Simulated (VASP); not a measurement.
# MgO (P6_3/mmc) in VASP: further runs

Runs on MgO. Level: PBE. Tasks: single point.

All numbers are computed with VASP 6.6.1; they aren't measurements. Logs are shortened: lines on timing, memory, paths and dates and some standing lists are left out, and cuts for length are marked.

## 1. The cell of the first run

It takes space group P6_3/mmc (No. 194, hexagonal). Conventional cell: a = 3.597 Å, b = 3.597 Å, c = 4.062 Å, α = 90.00°, β = 90.00°, γ = 120.00°. Mg (site symmetry -6m2) has 5 O at 2.03 to 2.08 Å within 2.7 Å. O (site symmetry -6m2) has 5 Mg at 2.03 to 2.08 Å within 2.7 Å.

## 2. Single point, PBE (volume 11.381 Å^3 an atom, c/a of the conventional cell 1.1291)

Input file INCAR:

```
SYSTEM = MgO
PREC = Accurate ; ENCUT = 520
EDIFF = 1E-6 ; ISMEAR = 0
SIGMA = 0.05 ; LREAL = .False.
LASPH = .True. ; NELM = 60
ALGO = Normal ; ISIF = 2
LWAVE = .False. ; LCHARG = .False.
GGA = PE ; NBANDS = 16
```

Input file KPOINTS:

```
Automatic mesh
0
Gamma
  9 9 6
  0 0 0
```

Input file POSCAR:

```
MgO
1.0
    3.5974389848      0.0000000000      0.0000000000
   -1.7987194924      3.1154735494      0.0000000000
    0.0000000000      0.0000000000      4.0618683577
Mg O
2 2
Direct
    0.6666666667      0.3333333333      0.7500000000
    0.3333333333      0.6666666667      0.2500000000
    0.6666666667      0.3333333333      0.2500000000
    0.3333333333      0.6666666667      0.7500000000
```

Potentials or basis: VASP PAW PBE potentials, release 64 (Mg, O).

On the command line:

```console
$ cat potpaw_PBE.64/Mg/POTCAR potpaw_PBE.64/O/POTCAR > POTCAR
$ mpirun -np 1 vasp_std > vasp.out
```

OUTCAR:

```text
SYSTEM = MgO
   PREC = Accurate
   ENCUT = 520
   EDIFF = 1E-6
   ISMEAR = 0
   LREAL = .False.
   LASPH = .True.
   NELM = 60
   ISIF = 2
   GGA = PE

 ion  position               nearest neighbor table
   1  0.667  0.333  0.750-   3 2.03   3 2.03   4 2.08   4 2.08   4 2.08   2 2.90   2 2.90   2 2.90
                             2 2.90   2 2.90   2 2.90
   2  0.333  0.667  0.250-   4 2.03   4 2.03   3 2.08   3 2.08   3 2.08   1 2.90   1 2.90   1 2.90
                             1 2.90   1 2.90   1 2.90
   3  0.667  0.333  0.250-   1 2.03   1 2.03   2 2.08   2 2.08   2 2.08
   4  0.333  0.667  0.750-   2 2.03   2 2.03   1 2.08   1 2.08   1 2.08

  LATTYP: Found a hexagonal cell.
 ALAT       =     3.5974389848
 C/A-ratio  =     1.1291000000

  Lattice vectors:

 A1 = (   3.5974389848,   0.0000000000,   0.0000000000)
 A2 = (  -1.7987194924,   3.1154735494,   0.0000000000)
 A3 = (   0.0000000000,   0.0000000000,   4.0618683577)

Analysis of symmetry for initial positions (statically):
=====================================================================
 Subroutine PRICEL returns:
 Original cell was already a primitive cell.

 Routine SETGRP: Setting up the symmetry group for a
 hexagonal supercell.

 Subroutine GETGRP returns: Found 24 space group operations
 (whereof 12 operations were pure point group operations)
 out of a pool of 24 trial point group operations.

The static configuration has the point symmetry D_3d.
 The point group associated with its full space group is D_6h.

Analysis of symmetry for dynamics (positions and initial velocities):
=====================================================================
 Subroutine PRICEL returns:
 Original cell was already a primitive cell.

 Routine SETGRP: Setting up the symmetry group for a
 hexagonal supercell.

 Subroutine GETGRP returns: Found 24 space group operations
 (whereof 12 operations were pure point group operations)
 out of a pool of 24 trial point group operations.

The dynamic configuration has the point symmetry D_3d.
 The point group associated with its full space group is D_6h.

 Subroutine INISYM returns: Found 24 space group operations
 (whereof 12 operations are pure point group operations),
 and found     1 'primitive' translations

----------------------------------------------------------------------------------------

                                     Primitive cell

  volume of cell :      45.5243

  direct lattice vectors                    reciprocal lattice vectors
     3.597438985  0.000000000  0.000000000     0.277975528  0.160489246  0.000000000
    -1.798719492  3.115473549  0.000000000     0.000000000  0.320978491  0.000000000
     0.000000000  0.000000000  4.061868358     0.000000000  0.000000000  0.246192124

  length of vectors
     3.597438985  3.597438985  4.061868358     0.320978491  0.320978491  0.246192124

  position of ions in fractional coordinates (direct lattice)
     0.666666667  0.333333333  0.750000000
     0.333333333  0.666666667  0.250000000
     0.666666667  0.333333333  0.250000000
     0.333333333  0.666666667  0.750000000

  ion indices of the primitive-cell ions
   primitive index   ion index
                 1           1
                 2           2
                 3           3
                 4           4

----------------------------------------------------------------------------------------

 KPOINTS: Automatic mesh

Automatic generation of k-mesh.
 Grid dimensions read from file:
 generate k-points for:    9    9    6

 Generating k-lattice:

  Cartesian coordinates                     Fractional coordinates (reciprocal lattice)
     0.030886170  0.017832138  0.000000000     0.111111111  0.000000000  0.000000000
     0.000000000  0.035664277  0.000000000     0.000000000  0.111111111  0.000000000
     0.000000000  0.000000000  0.041032021     0.000000000  0.000000000  0.166666667

  Length of vectors
     0.035664277  0.035664277  0.041032021

  Shift w.r.t. Gamma in fractional coordinates (k-lattice)
     0.000000000  0.000000000  0.000000000

 Subroutine IBZKPT returns following result:
 ===========================================

 Found     48 irreducible k-points:

 Following reciprocal coordinates:
            Coordinates               Weight
  0.000000  0.000000  0.000000      1.000000
  0.111111 -0.000000  0.000000      6.000000
  0.222222 -0.000000  0.000000      6.000000
  0.333333 -0.000000  0.000000      6.000000
  0.444444 -0.000000  0.000000      6.000000
  0.111111  0.111111  0.000000      6.000000
[... 16 lines left out ...]
  0.333333  0.222222  0.166667     24.000000
  0.333333  0.333333  0.166667      4.000000
 [... further k-points ...]
   k-points           NKPTS =     48   k-points in BZ     NKDIM =     48   number of bands    NBANDS=     16
   number of dos      NEDOS =    301   number of ions     NIONS =      4
   total plane-waves  NPLWV =  23520
   dimension x,y,z NGX =    28 NGY =   28 NGZ =   30
   dimension x,y,z NGXF=    56 NGYF=   56 NGZF=   60
   ions per type =               2   2
   NGX,Y,Z   is equivalent  to a cutoff of  12.94, 12.94, 12.28 a.u.
   NGXF,Y,Z  is equivalent  to a cutoff of  25.88, 25.88, 24.56 a.u.
 SYSTEM =  MgO
   PREC   = accura    normal or accurate (medium, high low for compatibility)
   ISTART =      0    job   : 0-new  1-cont  2-samecut
   ICHARG =      2    charge: 1-file 2-atom 10-const
   ISPIN  =      1    spin polarized calculation?
   LNONCOLLINEAR =      F non collinear calculations
   LSORBIT =      F    spin-orbit coupling
   LASPH  =      T    aspherical Exc in radial PAW
   ENCUT  =  520.0 eV  38.22 Ry    6.18 a.u.   6.69  6.69  7.55*2*pi/ulx,y,z
   NELM   =     60;   NELMIN=  2; NELMDL= -5     # of ELM steps
   EDIFF  = 0.1E-05   stopping-criterion for ELM
   LREAL  =      F    real-space projection
   EDIFFG = 0.1E-04   stopping-criterion for IOM
   NSW    =      0    number of steps for IOM
   IBRION =     -1    ionic relax: 0-MD 1-quasi-New 2-CG
   NFREE  =      0    steps in history (QN), initial steepest desc. (CG)
   ISIF   =      2    stress and relaxation
   ISYM   =      2    0-nonsym 1-usesym 2-fastsym
   POTIM  = 0.5000    time-step for ionic-motion
   TEBEG  =    0.0;   TEEND  =   0.0 temperature during run
   PSTRESS=    0.0 pullay stress
   NELECT =      16.0000    total number of electrons
   NUPDOWN=      -1.0000    fix difference up-down
   EMIN   =  10.00;   EMAX   =-10.00  energy-range for DOS
   EFERMI =   0.00;   METHOD = LEGACY
   ISMEAR =     0;   SIGMA  =   0.05  broadening in eV -4-tet -1-fermi 0-gaus
   EFERMI_NEDOS =   21; number of points for ismear=-14 and -15
   IALGO  =     38    algorithm
   IMIX   =      4    mixing-type and parameters
     AMIX     =   0.40;   BMIX     =  1.00
     AMIX_MAG =   1.60;   BMIX_MAG =  1.00
  volume/ion in A,a.u.               =      11.38        76.80
  Fermi-wavevector in a.u.,A,eV,Ry     =   1.155315  2.183229 18.160411  1.334753
  Thomas-Fermi vector in A             =   2.291944
   LORBIT       =      0    0 simple, 1 ext, 2 COOP (PROOUT), +10 PAW based schemes
   GGA     = PE    functional components
   LHFCALC =     F    Hartree Fock is set to
   AEXX    =    0.0000 exact exchange contribution
   IVDW    =     0    specifies the selected vdW correction
   LEPSILON=     F    determine dielectric tensor
   LRPA    =     F    only Hartree local field effects (RPA)
 non-spin polarized calculation
 Gauss-broadening in eV      SIGMA  =   0.05
  energy-cutoff  :      520.00
  volume of cell :       45.52
 maximum number of plane-waves:      1242
 NGX is ok and might be reduce to    28
   NGX = 13   NGY = 13   NGZ = 15

 number of electron      15.9999997 magnetization

 Free energy of the ion-electron system (eV)
  ---------------------------------------------------
  ext. energy  EPLUGINS =         0.00000000
  ---------------------------------------------------
  free energy    TOTEN  =       -23.61159813 eV

  energy without entropy =      -23.61159813  energy(sigma->0) =      -23.61159813

 E-fermi :   1.9190     XC(G=0):  -9.8998

 val. band max:        1.6645214561   @ k =   0.0000   0.0000   0.0000
 cond. band min:       5.0142004918   @ k =   0.0000   0.0000   0.0000
 fundamental gap:      3.3496790357
 Fermi energy:         1.9189761347

 k-point     1 :       0.0000    0.0000    0.0000
  band No.  band energies     occupation
      1     -15.0462      2.00000
      2     -13.6493      2.00000
      3      -1.6377      2.00000
      4      -0.0032      2.00000
      5      -0.0032      2.00000
      6       1.0667      2.00000
[... 8 lines left out ...]
     15      16.9405      0.00000
     16      17.0701      0.00000

 k-point     2 :       0.1111   -0.0000    0.0000
  band No.  band energies     occupation
      1     -14.9915      2.00000
      2     -13.6666      2.00000
      3      -1.5519      2.00000
      4      -0.1678      2.00000
      5      -0.0993      2.00000
      6       0.7830      2.00000
[... 8 lines left out ...]
     15      16.5525      0.00000
     16      16.6812      0.00000

 k-point     3 :       0.2222   -0.0000    0.0000
  band No.  band energies     occupation
      1     -14.8402      2.00000
      2     -13.7227      2.00000
      3      -1.3062      2.00000
      4      -0.6635      2.00000
      5      -0.3017      2.00000
      6       0.3870      2.00000
[... 8 lines left out ...]
     15      15.7107      0.00000
     16      16.4391      0.00000

 k-point     4 :       0.3333   -0.0000    0.0000
  band No.  band energies     occupation
      1     -14.6309      2.00000
      2     -13.8223      2.00000
      3      -1.2335      2.00000
      4      -0.9426      2.00000
      5      -0.4910      2.00000
      6       0.1591      2.00000
[... 8 lines left out ...]
     15      15.2264      0.00000
     16      16.5720      0.00000

 k-point     5 :       0.4444   -0.0000    0.0000
  band No.  band energies     occupation
      1     -14.4427      2.00000
      2     -13.9384      2.00000
      3      -1.5777      2.00000
      4      -0.6000      2.00000
      5      -0.5823      2.00000
      6       0.0546      2.00000
[... 8 lines left out ...]
     15      15.7145      0.00000
     16      16.7331      0.00000

 k-point     6 :       0.1111    0.1111    0.0000
  band No.  band energies     occupation
      1     -14.8884      2.00000
      2     -13.7035      2.00000
      3      -1.3859      2.00000
      4      -0.4459      2.00000
      5      -0.3314      2.00000
      6       0.5232      2.00000
[... 8 lines left out ...]
     15      16.1386      0.00000
     16      16.2780      0.00000
[... 267 lines left out ...]
 k-point    21 :       0.4444    0.1111    0.1667
  band No.  band energies     occupation
      1     -14.3312      2.00000
      2     -13.9879      2.00000
      3      -1.8002      2.00000
      4      -0.7500      2.00000
      5      -0.7243      2.00000
      6       0.0666      2.00000
[... 8 lines left out ...]
     15      16.0906      0.00000
     16      16.6985      0.00000

 k-point    22 :       0.2222    0.2222    0.1667
  band No.  band energies     occupation
      1     -14.4583      2.00000
      2     -13.9082      2.00000
      3      -1.3789      2.00000
      4      -1.3357      2.00000
      5      -0.3320      2.00000
      6       0.1031      2.00000
[... 8 lines left out ...]
     15      16.3556      0.00000
     16      17.0543      0.00000

 k-point    23 :       0.3333    0.2222    0.1667
  band No.  band energies     occupation
      1     -14.2899      2.00000
      2     -14.0152      2.00000
      3      -1.6466      2.00000
      4      -1.1033      2.00000
      5      -0.6916      2.00000
      6       0.3337      2.00000
[... 8 lines left out ...]
     15      16.1977      0.00000
     16      17.2376      0.00000

 k-point    24 :       0.3333    0.3333    0.1667
  band No.  band energies     occupation
      1     -14.1418      2.00000
      2     -14.1418      2.00000
      3      -1.6387      2.00000
      4      -0.9748      2.00000
      5      -0.9748      2.00000
      6       0.6662      2.00000
[... 8 lines left out ...]
     15      16.1017      0.00000
     16      17.8956      0.00000

 [... further k-points ...]
[... 5 lines left out ...]
  --------------------------------------------------------------------------------------
  -------------------------------------------------------------------------------------
  Total       -0.8641431     -0.8641431      2.3098423      0.0000000      0.0000000      0.0000000
  in kB      -30.4125540    -30.4125540     81.2923302      0.0000000      0.0000000      0.0000000
  external PRESSURE =       6.8224074 kB  Pullay stress =       0.0000000 kB

 VOLUME and BASIS-vectors are now :
 -----------------------------------------------------------------------------
  energy-cutoff  :      520.00
  volume of cell :       45.52
      direct lattice vectors                 reciprocal lattice vectors
     3.597438985  0.000000000  0.000000000     0.277975528  0.160489246  0.000000000
    -1.798719492  3.115473549  0.000000000     0.000000000  0.320978491  0.000000000
     0.000000000  0.000000000  4.061868358     0.000000000  0.000000000  0.246192124

 POSITION                                       TOTAL-FORCE (eV/Angst)
 -----------------------------------------------------------------------------------
      1.79872      1.03849      3.04640         0.000000      0.000000      0.000000
     -0.00000      2.07698      1.01547        -0.000000      0.000000      0.000000
      1.79872      1.03849      1.01547        -0.000000      0.000000      0.000000
     -0.00000      2.07698      3.04640         0.000000     -0.000000      0.000000
 -----------------------------------------------------------------------------------
    total drift:                                0.000000     -0.000000      0.000000

  FREE ENERGIE OF THE ION-ELECTRON SYSTEM (eV)
  ---------------------------------------------------
  free  energy   TOTEN  =       -23.6115981263 eV

  energy  without entropy=      -23.6115981263  energy(sigma->0) =      -23.61159813
```

Wall time 55 s (1 thread of AMD EPYC 7R13, shared host); peak memory 0.15 GiB.

What came out:

| Quantity | Value |
| --- | --- |
| Free energy | -23.6116 eV |
| Pressure | 0.7 GPa |
| Band gap on the k mesh | 3.35 eV, direct |

Stress tensor (GPa, compression positive):
```
-3.04  0.00  0.00
 0.00 -3.04  0.00
 0.00  0.00  8.13
```

Levels at points of the mesh, in eV from the valence-band top:
```tsv
k point	band 4	band 5	band 6	band 7	band 8	band 9	band 10	band 11	band 12	band 13
(0.00, 0.00, 0.00)	-1.67	-1.67	-0.60	-0.60	0.00	3.35	9.55	12.04	12.04	12.63
(0.00, 0.00, 0.50)	-2.32	-1.15	-1.15	-1.15	-1.15	6.43	6.43	12.40	12.40	12.40
```

## 3. Single point, PBE (volume 11.381 Å^3 an atom, c/a of the conventional cell 1.1659)

Input file INCAR:

```
  PREC = Accurate
  ENCUT = 520
  EDIFF = 1E-7
  ISMEAR = 0
  SIGMA = 0.05
  LREAL = False
  LASPH = True
  NELM = 100
  ALGO = Normal
  ISIF = 2
  LWAVE = False
  LCHARG = False
  GGA = PE
  NBANDS = 16
```

Input file KPOINTS:

```
regular mesh
0
Gamma
  9 9 6
```

Input file POSCAR:

```
MgO
1.0
    3.5591842568      0.0000000000      0.0000000000
   -1.7795921284      3.0823439831      0.0000000000
    0.0000000000      0.0000000000      4.1496529250
Mg O
2 2
Direct
    0.6666666667      0.3333333333      0.7500000000
    0.3333333333      0.6666666667      0.2500000000
    0.6666666667      0.3333333333      0.2500000000
    0.3333333333      0.6666666667      0.7500000000
```

Potentials or basis: VASP PAW PBE potentials, release 64 (Mg, O).

On the command line:

```console
$ cat potpaw_PBE.64/Mg/POTCAR potpaw_PBE.64/O/POTCAR > POTCAR
$ mpirun -np 1 vasp_std > vasp.out
```

It took 73 s on 1 thread of AMD EPYC 7R13, shared host; peak memory 0.15 GiB.

Results (log left out):

```yaml
Free_energy: -23.6605 eV
Pressure: -0.2 GPa
Band_gap_on_the_k_mesh: 3.30 eV, direct
```

Stress tensor (GPa, compression positive):
```
-1.88  0.00  0.00
 0.00 -1.88  0.00
 0.00  0.00  3.22
```

Levels at points of the mesh, in eV from the valence-band top:
| k point | band 6 | band 7 | band 8 | band 9 | band 10 | band 11 |
| --- | --- | --- | --- | --- | --- | --- |
| (0.00, 0.00, 0.00) | -0.69 | -0.69 | 0.00 | 3.30 | 9.35 | 12.18 |
| (0.00, 0.00, 0.50) | -1.20 | -1.20 | -1.20 | 6.35 | 6.35 | 12.54 |
